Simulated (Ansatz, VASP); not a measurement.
## SiC in VASP and in Ansatz

```xyz
2
Lattice="0.0000 2.1744 2.1744 2.1744 0.0000 2.1744 2.1744 2.1744 0.0000" Properties=species:S:1:pos:R:3 pbc="T T T"
Si    0.0000    0.0000    0.0000
C     3.2615    3.2615    3.2615
```

Alike in both runs: functional PBE; dispersion D3(BJ); k mesh 12 × 12 × 12; occupations gaussian, width 0.02 eV; no spin polarisation.

Ansatz relaxed the structure, and its values are those at the end. VASP's run is a single point on that final structure, the one shown.

|  | VASP | Ansatz |
| --- | --- | --- |
| version | VASP 6.6.1 | Ansatz 0.2.0 |
| potentials or method | VASP PAW PBE potentials, release 64 (Si, C), cutoff 520 eV | scalar-relativistic, plane waves, PAW |
| valence electrons in the cell | 8 | 8 |

Ansatz gave:

```
gap on the k mesh at the Fermi level (eV) : 1.35
least direct gap on the mesh (eV)         : 4.55
pressure (GPa)                            : 0.0
```

Q: What did VASP give for the same quantities?

A: gap on the k mesh at the Fermi level (eV): 1.35; least direct gap on the mesh (eV): 4.55; pressure (GPa): -0.1.
